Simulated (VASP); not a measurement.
# HfC (Fm-3m) in VASP: a series of runs, part 2 of 2

VASP 6.6.1. The steps go on from the part before.

### 5 Relaxation of cell and atoms, r2SCAN

This run uses another cell than the first one, of 12.57 Å³/atom.

The input, POSCAR:

```
HfC
1.0
    0.0000000000      2.3250000000      2.3250000000
    2.3250000000      0.0000000000      2.3250000000
    2.3250000000      2.3250000000      0.0000000000
Hf C
1 1
Direct
    0.5000000000      0.5000000000      0.5000000000
    0.0000000000      0.0000000000      0.0000000000
```

The input, INCAR.step1:

```
  PREC = Accurate
  ENCUT = 600
  ISMEAR = 0
  SIGMA = 0.1
  LREAL = F
  LASPH = T
  NELM = 100
  GGA = PE
  ALGO = Normal
  EDIFF = 1E-4
  LWAVE = T
  LCHARG = F
```

The input, INCAR.step2:

```
  PREC = Accurate
  ENCUT = 600
  EDIFF = 1E-7
  ISMEAR = 0
  SIGMA = 0.1
  LREAL = F
  LASPH = T
  NELM = 100
  ALGO = Normal
  ISIF = 3
  LWAVE = F
  LCHARG = F
  METAGGA = R2SCAN
  LMIXTAU = T
  IBRION = 2
  NSW = 100
  EDIFFG = -0.005
  ISTART = 1
```

The input, KPOINTS:

```
Automatic mesh
0
Gamma
  16 16 16
```

Potentials or basis: VASP PAW PBE potentials, release 64 (Hf_pv, C).

Run with:

```sh
$ cat potpaw_PBE.64/Hf_pv/POTCAR potpaw_PBE.64/C/POTCAR > POTCAR
$ cp INCAR.step1 INCAR
$ mpirun -np 1 vasp_std > vasp.out
$ cp INCAR.step2 INCAR
$ mpirun -np 1 vasp_std > vasp.out
```

OUTCAR:

```text
PREC = Accurate
   ENCUT = 600
   EDIFF = 1E-7
   ISMEAR = 0
   LREAL = F
   LASPH = T
   NELM = 100
   ISIF = 3
   METAGGA = R2SCAN
   IBRION = 2
   NSW = 100
   EDIFFG = -0.005
   ISTART = 1

 ion  position               nearest neighbor table
   1  0.500  0.500  0.500-   2 2.33   2 2.33   2 2.33   2 2.33   2 2.33   2 2.33
   2  0.000  0.000  0.000-   1 2.33   1 2.33   1 2.33   1 2.33   1 2.33   1 2.33

  LATTYP: Found a face centered cubic cell.
 ALAT       =     4.6500000000

  Lattice vectors:

 A1 = (   0.0000000000,   2.3250000000,   2.3250000000)
 A2 = (   2.3250000000,   0.0000000000,   2.3250000000)
 A3 = (   2.3250000000,   2.3250000000,   0.0000000000)

Analysis of symmetry for initial positions (statically):
=====================================================================
 Subroutine PRICEL returns:
 Original cell was already a primitive cell.

 Routine SETGRP: Setting up the symmetry group for a
 face centered cubic supercell.

 Subroutine GETGRP returns: Found 48 space group operations
 (whereof 48 operations were pure point group operations)
 out of a pool of 48 trial point group operations.

[... 171 lines left out ...]
  Total       -0.4180832     -0.4180832     -0.4180832     -0.0000000      0.0000000     -0.0000000
  in kB      -26.6486040    -26.6486040    -26.6486040     -0.0000000      0.0000000     -0.0000000
  external PRESSURE =     -26.6486040 kB  Pullay stress =       0.0000000 kB
[... 95 lines left out ...]
--------------------------------------- Ionic step        4  -------------------------------------------

 number of electron      14.0000000 magnetization

 Free energy of the ion-electron system (eV)
  ---------------------------------------------------
  ext. energy  EPLUGINS =         0.00000000
  ---------------------------------------------------
  free energy    TOTEN  =       -57.34403290 eV

  energy without entropy =      -57.34227519  energy(sigma->0) =      -57.34315404

 E-fermi :   5.9644     XC(G=0): -13.1625

 val. band max:        5.9599219839   @ k =   0.5000   0.4375   0.0000
 cond. band min:       5.9680027045   @ k =   0.1250   0.1250   0.0000
 fundamental gap:      0.0080807206
 Fermi energy:         5.9644353072

 k-point     1 :       0.0000    0.0000    0.0000
  band No.  band energies     occupation
      1     -24.7222      2.00000
      2     -24.7222      2.00000
      3     -24.7222      2.00000
      4      -7.1141      2.00000
      5       6.9875      0.00000
      6       6.9875      0.00000
      7       6.9875      0.00000
      8       7.6150      0.00000
      9       7.6150      0.00000
     10       7.6151      0.00000
     11       9.5536      0.00000
[... 309 lines left out ...]
 k-point    24 :      -0.0625    0.0625    0.0000
  band No.  band energies     occupation
      1     -24.7917      2.00000
      2     -24.7410      2.00000
      3     -24.7238      2.00000
      4      -6.8463      2.00000
      5       5.5656      2.00000
      6       5.8445      1.91024
      7       6.0533      0.20871
      8       7.7836      0.00000
      9       8.3931      0.00000
     10       8.4411      0.00000
     11      10.1865      0.00000

 [... further k-points ...]
[... 5 lines left out ...]
  --------------------------------------------------------------------------------------
  -------------------------------------------------------------------------------------
  Total        0.0007461      0.0007461      0.0007461      0.0000000     -0.0000000      0.0000000
  in kB        0.0480752      0.0480752      0.0480752      0.0000000     -0.0000000      0.0000000
  external PRESSURE =       0.0480752 kB  Pullay stress =       0.0000000 kB
[... 17 lines left out ...]
  FREE ENERGIE OF THE ION-ELECTRON SYSTEM (eV)
  ---------------------------------------------------
  free  energy   TOTEN  =       -57.3440328987 eV

  energy  without entropy=      -57.3422751903  energy(sigma->0) =      -57.34315404

 reached required accuracy - stopping structural energy minimisation
```

OUTCAR.step1:

```text
PREC = Accurate
   ENCUT = 600
   ISMEAR = 0
   LREAL = F
   LASPH = T
[... 556 lines left out ...]
 -----------------------------------------------------------------------------------
      2.32500      2.32500      2.32500         0.000000      0.000000      0.000000
      0.00000      0.00000      0.00000        -0.000000     -0.000000     -0.000000
 -----------------------------------------------------------------------------------
    total drift:                                0.000000      0.000000      0.000000

  FREE ENERGIE OF THE ION-ELECTRON SYSTEM (eV)
  ---------------------------------------------------
  free  energy   TOTEN  =       -21.0470736764 eV

  energy  without entropy=      -21.0449491704  energy(sigma->0) =      -21.04601142
```

It took 6.1 min on 1 thread of Intel Xeon 6975P-C (Granite Rapids), shared host; peak memory 0.21 GiB.

Results:

```
Free energy                           : -57.3440 eV
Relaxed volume                        : 12.43 Å³/atom
Relaxed cell                          : a = 3.276 Å, b = 3.276 Å, c = 3.276 Å, α = 60.00°, β = 60.00°, γ = 60.00°
Space group after relaxing (to 0.1 Å) : Fm-3m (No. 225)
Energy gained by relaxing             : 1.1 meV/atom
Ionic steps                           : 4
Pressure after relaxing               : 0.0 GPa
Band gap on the k mesh                : zero (bands 7 and 8 overlap by 1.46 eV)
```

The path:
```tsv
step	energy change (eV)	largest force (eV/Å)	pressure (GPa)	volume (Å³)
1	0.0000	0.0000	-2.66	25.14
2	0.0056	0.0000	5.15	24.38
3	-0.0022	0.0000	-0.08	24.87
4	-0.0022	0.0000	0.00	24.87
```

Final structure:
```
CELL_PARAMETERS angstrom
0.00000 2.31666 2.31666
2.31666 0.00000 2.31666
2.31666 2.31666 0.00000
ATOMIC_POSITIONS crystal
Hf 0.50000 0.50000 0.50000
C 0.00000 0.00000 0.00000
```

Levels at points of the mesh, in eV from the Fermi level:
```csv
k point,band 5,band 6,band 7,band 8,band 9,band 10
"(0.00, 0.00, 0.00)",1.02,1.02,1.02,1.65,1.65,1.65
"(0.50, 0.00, 0.00)",-6.36,-3.17,-3.17,5.73,5.73,6.28
"(0.50, 0.50, 0.00)",-2.79,-1.64,-0.15,-0.15,5.54,7.17
```

Caveat: the PAW data sets were made with another functional, which shifts forces and pressure a little; spin-orbit coupling is left out, which moves the levels of the heavy elements.

### 6 Summary

```csv
task,cell,cutoff (eV),gap on the mesh (eV),pressure (GPa)
single point,"a = 3.282 Å, angles 60.0°, 2 atoms",520,none,-1.1
single point,"a = 3.314 Å, angles 60.0°, 2 atoms",520,none,-8.0
single point,"a = 3.346 Å, angles 60.0°, 2 atoms",520,none,-13.9
relaxation of cell and atoms,"relaxed from a = 3.288 Å, angles 60.0°, 2 atoms",600,none,0.0
```

Alike in all rows: level r2SCAN; potentials or basis VASP PAW PBE potentials, release 64 (Hf_pv, C); no spin polarisation; k mesh 16 × 16 × 16; smearing gaussian 0.1 eV.

Caveats: the PAW data sets were made with another functional, which shifts forces and pressure a little; spin-orbit coupling is left out, which moves the levels of the heavy elements; the cell stands under tension (at least some runs).

Absolute energies hang on the potentials; compare differences alone.

The gap in the log of VASP goes by the Fermi energy; the results here count the filled bands.